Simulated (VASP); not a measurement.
A run of VASP 6.6.1 is set up as follows.

File POSCAR:

```
Cd
1.0
    2.9509006248      0.0000000000      0.0000000000
   -1.4754503124      2.5555549051      0.0000000000
    0.0000000000      0.0000000000      5.8838547497
Cd
2
Direct
    0.3333333333      0.6666666667      0.2500000000
    0.6666666667      0.3333333333      0.7500000000
```

INCAR.step1

```
  PREC = Accurate
  ENCUT = 520
  ISMEAR = -1
  SIGMA = 0.1
  LREAL = F
  LASPH = T
  NELM = 80
  NBANDS = 19
  GGA = PE
  ALGO = Normal
  EDIFF = 1E-4
  LWAVE = T
  LCHARG = F
```

INCAR.step2

```
  PREC = Accurate
  ENCUT = 520
  EDIFF = 1E-6
  ISMEAR = -1
  SIGMA = 0.1
  LREAL = F
  LASPH = T
  NELM = 80
  ALGO = Normal
  ISIF = 2
  LWAVE = F
  LCHARG = T
  METAGGA = R2SCAN
  LMIXTAU = T
  LELF = T
  LVHAR = T
  NBANDS = 19
  ISTART = 1
```

KPOINTS

```
regular mesh
0
Gamma
  4 4 2
```

Potentials or basis: VASP PAW PBE potentials, release 64 (Cd).

The run is started by

```console
$ cat potpaw_PBE.64/Cd/POTCAR > POTCAR
$ cp INCAR.step1 INCAR
$ mpirun -np 1 vasp_std > vasp.out
$ cp INCAR.step2 INCAR
$ mpirun -np 1 vasp_std > vasp.out
```

**Question.** Estimate the pressure.

**Answer.** -1.5 GPa.

**Question.** Predict the band gap on the k mesh.

**Answer.** Zero (bands 12 and 13 overlap by 3.70 eV).

Stress tensor (GPa, compression positive):
```
 0.52  0.00  0.00
 0.00  0.52  0.00
 0.00  0.00 -5.45
```

Caveat: the k points lie up to 0.61 Å⁻¹ apart, too coarse for converged energies and pressures of a metal; the PAW data sets were made with another functional, which shifts forces and pressure a little.
